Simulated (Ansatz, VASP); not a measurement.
One calculation of Nb, two programs

```
CELL_PARAMETERS angstrom
-1.65882 1.65882 1.65882
1.65882 -1.65882 1.65882
1.65882 1.65882 -1.65882
ATOMIC_POSITIONS crystal
Nb 0.00000 0.00000 0.00000
```

Alike in both runs: task single point; functional PBE; k mesh 10 × 10 × 10; occupations tetrahedron; no spin polarisation; Hubbard terms Nb d U = 8.3 eV.

|  | VASP | Ansatz |
| --- | --- | --- |
| version | VASP 6.6.1 | Ansatz 0.2.0 |
| potentials or method | VASP PAW PBE potentials, release 64 (Nb_sv), cutoff 520 eV | scalar-relativistic, plane waves, PAW |
| valence electrons in the cell | 13 | 13 |

Ansatz gave:

| Item | Value |
| --- | --- |
| gap on the k mesh at the Fermi level (eV) | none |
| pressure (GPa) | 21.3 |

Problem. Estimate VASP's values.

Solution. gap on the k mesh at the Fermi level (eV): none; pressure (GPa): 24.0.

The programs project onto different local orbitals, so the same U acts differently, and such runs can settle in different states. A gap of «none» marks a metal or a gap that the smearing closes. Ansatz's warnings: band table not solved further, filled band counts differ across k points, tetrahedron derivatives may miss energy slope.
